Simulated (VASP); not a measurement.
Input of a VASP 6.6.1 run:

Contents of INCAR:

```
  PREC = Accurate
  ENCUT = 520
  EDIFF = 1E-7
  ISMEAR = 0
  SIGMA = 0.01
  LREAL = False
  LASPH = True
  NELM = 100
  ALGO = Normal
  ISIF = 2
  LWAVE = False
  LCHARG = True
  LELF = True
  LVHAR = True
  NBANDS = 11
```

File KPOINTS:

```
Automatic mesh
0
Gamma
  8 8 8
```

Contents of POSCAR:

```
Si
1.0
    0.0000000000      2.8026405000      2.8026405000
    2.8026405000      0.0000000000      2.8026405000
    2.8026405000      2.8026405000      0.0000000000
Si
2
Direct
    0.0000000000      0.0000000000      0.0000000000
    0.2500000000      0.2500000000      0.2500000000
```

Potentials or basis: VASP PAW LDA potentials, release 64 (Si).

Launch:

```sh
$ cat potpaw_LDA.64/Si/POTCAR > POTCAR
$ mpirun -np 1 vasp_std > vasp.out
```

Predict the band gap on the k mesh.

0.65 eV, indirect (least direct gap 2.16 eV).

Estimate the pressure.

-8.4 GPa.

A k mesh can miss the band edges. As with any semilocal functional, this LDA gap is likely too small.
